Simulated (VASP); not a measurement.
Runs of VASP 6.6.1 on ScAl3. The structure is that of space group Pm-3m (No. 221), or close to it. The cells are those of the table. 

| task | cell | cutoff (eV) | smearing | gap on the mesh (eV) | pressure (GPa) |
| --- | --- | --- | --- | --- | --- |
| single point | a = 4.032 Å, 4 atoms | 520 | gaussian 0.1 eV | none | (a) |
| single point | a = 3.948 Å, 4 atoms | 520 | fermi-dirac 0.15 eV | none | 7.2 |
| relaxation of cell and atoms | relaxed to 7 GPa from a = 4.034 Å, 4 atoms | 600 | fermi-dirac 0.15 eV | none | 7.0 |
| relaxation of cell and atoms | relaxed from a = 4.088 Å, 4 atoms | 600 | gaussian 0.1 eV | none | 0.0 |

Alike in all rows: level LDA; potentials or basis VASP PAW LDA potentials, release 64 (Sc_sv, Al); no spin polarisation; k mesh 10 × 10 × 10.

Fill in the values left out.

(a) 0.1.

Caveats: the cell is relaxed towards a set pressure, so the enthalpy falls and the energy may rise (some runs).

A gap of «none» marks levels without a gap at the run's occupations.
